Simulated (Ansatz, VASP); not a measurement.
**Re: VASP beside Ansatz**

```
Re
1.0
     2.57687    0.00000    0.00000
    -1.28844    2.23164    0.00000
     0.00000    0.00000    4.16200
Re
2
Direct
  0.33333 0.66667 0.25000
  0.66667 0.33333 0.75000
```

Change from the starting cell: equal xx and yy strain of -1 %, PAW files.

Alike in both runs: task electric field gradients; functional LDA; k mesh 14 × 14 × 8; occupations fermi-dirac, width 0.05 eV; no spin polarisation.

```csv
,VASP,Ansatz
version,VASP 6.6.1,Ansatz 0.2.0
potentials or method,"VASP PAW LDA potentials, release 64 (Re)","PAW with Ansatz's default frozen-core files, scalar-relativistic"
plane-wave cutoff (eV),520,420
valence electrons in the cell,14,30
```

|  | VASP | Ansatz | Ansatz less VASP |
| --- | --- | --- | --- |
| pressure (GPa) | 113.4 | 107.5 | -5.89 |
| traceless stress, the component that is largest in VASP (GPa) | -0.89 | -0.79 | +0.105 |
| size of Vzz on the site where it differs most (V/Å²) | 81.0 | 67.5 | -13.52 |

LDA's correlation is that of Perdew and Zunger in VASP and of Perdew and Wang (1992) in Ansatz. Both programs put the cell under a high pressure, so it lies far from rest at this level. VASP's potentials hold 14 valence electrons a cell and Ansatz's 30, so a difference there can come from the potentials and not from the codes.

Spin-orbit coupling is off throughout. Noted on VASP's run: the cell as given lies far from equilibrium.
